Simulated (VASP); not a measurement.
Here is a VASP 6.6.1 calculation.

INCAR

```
PREC = Accurate
ENCUT = 520
EDIFF = 1E-6
ISMEAR = 0
SIGMA = 0.15
LREAL = False
LASPH = True
NELM = 100
ALGO = Fast
ISIF = 2
LWAVE = False
LCHARG = True
GGA = PS
LELF = True
LVHAR = True
NBANDS = 12
```

The input KPOINTS:

```
regular mesh
0
Gamma
  18 18 18
```

File POSCAR:

```
Hg
1.0
   -2.0076041500      2.0076041500      1.7481902600
    2.0076041500     -2.0076041500      1.7481902600
    2.0076041500      2.0076041500     -1.7481902600
Hg
1
Direct
    0.0000000000      0.0000000000      0.0000000000
```

Potentials or basis: VASP PAW PBE potentials, release 64 (Hg).

Launch:

```sh
$ cat potpaw_PBE.64/Hg/POTCAR > POTCAR
$ mpirun -np 1 vasp_std > vasp.out
```

Q: What does it give for the band gap on the k mesh?

A: Zero (band 6 reaches 2.88 eV, above the bottom of band 7 at 0.24 eV).

Q: What does it give for the pressure?

A: -2.8 GPa.

Stress tensor (GPa, compression positive):
```
-2.96  0.00  0.00
 0.00 -2.96  0.00
 0.00  0.00 -2.62
```

Caveat: the cell differs from its parent crystal (strain -0.030 along x and y, -0.030 along z); the PAW data sets were made with another functional, which shifts forces and pressure a little; spin-orbit coupling is left out, which moves the levels of the heavy elements.
